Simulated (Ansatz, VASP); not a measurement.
# Ta2GaN3: VASP beside Ansatz

```
Ta Ga N
1.0
     5.54215    0.00000    0.00000
    -2.77108    4.79965    0.00000
     0.00000    0.00000    3.05154
Ta Ga N
2 1 3
Direct
  0.33333 0.66667 0.00000
  0.66667 0.33333 0.00000
  0.00000 0.00000 0.00000
  0.50000 0.00000 0.50000
  0.50000 0.50000 0.50000
  0.00000 0.50000 0.50000
```

Change from the starting cell: species swapped into the YbB2Ru3 type (P6/mmm, No. 191).

Alike in both runs: task single point; functional PBE; k mesh 6 × 6 × 6; occupations gaussian, width 0.1 eV; no spin polarisation.

|  | VASP | Ansatz |
| --- | --- | --- |
| version | VASP 6.6.1 | Ansatz 0.2.0 |
| potentials or method | VASP PAW PBE potentials, release 64 (Ta_pv, Ga_d, N), cutoff 520 eV | scalar-relativistic, plane waves, PAW |
| valence electrons in the cell | 50 | 54 |

|  | VASP | Ansatz | Ansatz less VASP |
| --- | --- | --- | --- |
| gap on the k mesh at the Fermi level (eV) | none | none | - |
| pressure (GPa) | -19.8 | -20.2 | -0.35 |
| traceless stress, the component that is largest in VASP (GPa) | -20.81 | -20.94 | -0.128 |

A gap of «none» marks a metal or a gap that the smearing closes. The functional is the same, so the differences come from potentials, cutoffs and numerics. VASP's potentials hold 50 valence electrons a cell and Ansatz's 54, so a difference there can come from the potentials and not from the codes.

Spin-orbit coupling is off throughout.
